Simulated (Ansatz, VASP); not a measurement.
## Mo3H: VASP beside Ansatz

INCAR

```
PREC = Accurate ; ENCUT = 600
EDIFF = 1E-6 ; ISMEAR = 0
SIGMA = 0.1 ; LREAL = False
LASPH = True ; NELM = 100
ALGO = Normal ; ISIF = 3
LWAVE = False ; LCHARG = False
GGA = PE ; IBRION = 2
NSW = 100 ; EDIFFG = -0.01
```

The input KPOINTS:

```
Automatic mesh
0
Gamma
  12 12 12
```

The input POSCAR:

```
Mo3H
1.0
    3.7968967736      0.0000000000      0.0000000000
    0.0000000000      3.7968967736      0.0000000000
    0.0000000000      0.0000000000      3.7968967736
H Mo
1 3
Direct
    0.0000000000      0.0000000000      0.0000000000
    0.0000000000      0.5000000000      0.5000000000
    0.5000000000      0.0000000000      0.5000000000
    0.5000000000      0.5000000000      0.0000000000
```

Input for Ansatz:

```yaml
crystal:
  lattice:
    - [3.7968967736, 0.0, 0.0]
    - [0.0, 3.7968967736, 0.0]
    - [0.0, 0.0, 3.7968967736]
  atoms:
    - { symbol: H, position: [0.0, 0.0, 0.0] }
    - { symbol: Mo, position: [0.0, 0.5, 0.5] }
    - { symbol: Mo, position: [0.5, 0.0, 0.5] }
    - { symbol: Mo, position: [0.5, 0.5, 0.0] }
basis:
  ecutwfc: 420
kpoints:
  mp_grid: { grid: [12, 12, 12] }
hamiltonian:
  xc: pbe
scf:
  occupations: { method: gaussian, width: 0.1 }
output:
  forces: true
  stress: true
  eigenvalues: true
relax:
  adjacent_minimum: "off"
  f_tol: 0.01
  max_steps: 80
  cell: { stress_tol: 0.05 }
```

Alike in both runs: task relaxation of cell and atoms; functional PBE; k mesh 12 × 12 × 12; occupations gaussian, width 0.1 eV; no spin polarisation.

```csv
,VASP,Ansatz
version,VASP 6.6.1,Ansatz 0.2.0
potentials or method,"VASP PAW PBE potentials, release 64 (H, Mo_sv), cutoff 600 eV","scalar-relativistic, plane waves, PAW"
valence electrons in the cell,43,43
```

Ansatz gave:

* gap on the k mesh at the Fermi level, each at its own relaxed structure (eV): none
* relaxed volume (Å³/atom): 13.70
* relaxed length of the cell vector where the two differ most in proportion (Å): 3.798

**Question.** What did VASP give for the same quantities?

**Answer.** gap on the k mesh at the Fermi level, each at its own relaxed structure (eV): none; relaxed volume (Å³/atom): 13.72; relaxed length of the cell vector where the two differ most in proportion (Å): 3.800.

A gap of «none» marks a metal or a gap that the smearing closes.
